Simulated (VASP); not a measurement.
## Li: single point with revPBE

Crystal: Li.

```xyz
2
Lattice="-2.0841 1.7177 1.5341 1.7177 -2.0841 1.5341 3.8910 3.8910 -2.2053" Properties=species:S:1:pos:R:3 pbc="T T T"
Li   -1.9210    1.5545    1.5341
Li    0.6487    2.8758    0.4314
```

This isn't the form of Li at room conditions, which is bcc.

| Property | Result |
| --- | --- |
| Program | VASP 6.6.1 |
| Task | single point |
| Functional | revPBE |
| Potentials or basis | VASP PAW PBE potentials, release 64 (Li_sv) |
| Cutoff | 520 eV |
| k mesh | 15 × 15 × 7 |
| Occupations | fermi-dirac, width 0.1 eV |
| Spin | no spin polarisation |
| Dipole correction | no |
| Further INCAR settings | ALGO = Normal; EDIFF = 1e-06; NBANDS = 10 |

```yaml
Band_gap_on_the_k_mesh: zero (bands 3 and 4 overlap by 4.44 eV)
```

Levels at points of the mesh, in eV from the Fermi level:
```csv
k point,band 1,band 2,band 3,band 4,band 5,band 6,band 7
"(0.00, 0.00, 0.00)",-46.75,-46.73,-3.51,0.03,2.82,12.18,12.25
```

Wall time 3.9 min on 1 thread of Oxide Virtual Turin-like Processor (shared host), peak memory 0.23 GiB.
